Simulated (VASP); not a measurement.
The system is Zr2SiC.

```xyz
4
Lattice="3.1261 0.0000 0.0000 0.0000 3.1261 0.0000 0.0000 0.0000 5.8216" Properties=species:S:1:pos:R:3 pbc="T T T"
Zr    0.0000    0.0000    1.3145
Zr    0.0000    0.0000    4.5070
Si    1.5631    1.5631    2.9108
C     1.5631    1.5631    0.0000
```

The cell was generated, and may not be a known phase.

```yaml
Program: VASP 6.6.1
Task: relaxation of cell and atoms
Functional: PBE
Potentials_or_basis: VASP PAW PBE potentials, release 64 (Zr_sv, Si, C)
Cutoff: 600 eV
k_mesh: 6 × 6 × 4
Occupations: gaussian, width 0.1 eV
Spin: no spin polarisation
```

At the start: pressure 11.6 GPa; volume 14.22 Å³/atom.

Problem. Where does the relaxation end?

Solution. Over 12 steps the energy falls by 270.4 meV/atom and the volume is 15.13 Å³/atom (+6.4 %); space group P4/mmm (No. 123, to 0.1 Å) before and after.

Step by step:
```
step  energy change (eV)  largest force (eV/Å)  pressure (GPa)  volume (Å³)
   1              0.0000                0.8215           11.61        56.89
   2             -0.2619                0.6253          -10.64        65.72
   3             -0.3109                0.6419           -5.51        63.03
   4             -0.7576                0.8952           -6.91        63.23
   5              0.1015                0.0126            1.99        61.25
   6             -0.9957                0.7576           -6.54        63.07
   7             -0.9734                0.5125           10.23        56.96
   8             -1.0769                0.2717            0.54        60.07
   9             -1.0769                0.2597            0.68        60.01
  10             -1.0808                0.0395            0.26        60.31
  11             -1.0808                0.0121            0.24        60.28
  12             -1.0814                0.0227           -0.32        60.53
```

Final structure:
```cif
data_structure
_symmetry_space_group_name_H-M 'P 1'
_symmetry_Int_Tables_number 1
_cell_length_a 2.9494
_cell_length_b 2.9494
_cell_length_c 6.9585
_cell_angle_alpha 90.000
_cell_angle_beta 90.000
_cell_angle_gamma 90.000
_cell_volume 60.53
loop_
_atom_site_label
_atom_site_type_symbol
_atom_site_fract_x
_atom_site_fract_y
_atom_site_fract_z
_atom_site_occupancy
Zr1 Zr 0.00000 0.00000 0.19859 1
Zr2 Zr 0.00000 0.00000 0.80141 1
Si1 Si 0.50000 0.50000 0.50000 1
C1 C 0.50000 0.50000 0.00000 1
```

Caveat: a cell axis changed by over 15 % at a fixed basis, so the end point is rough.
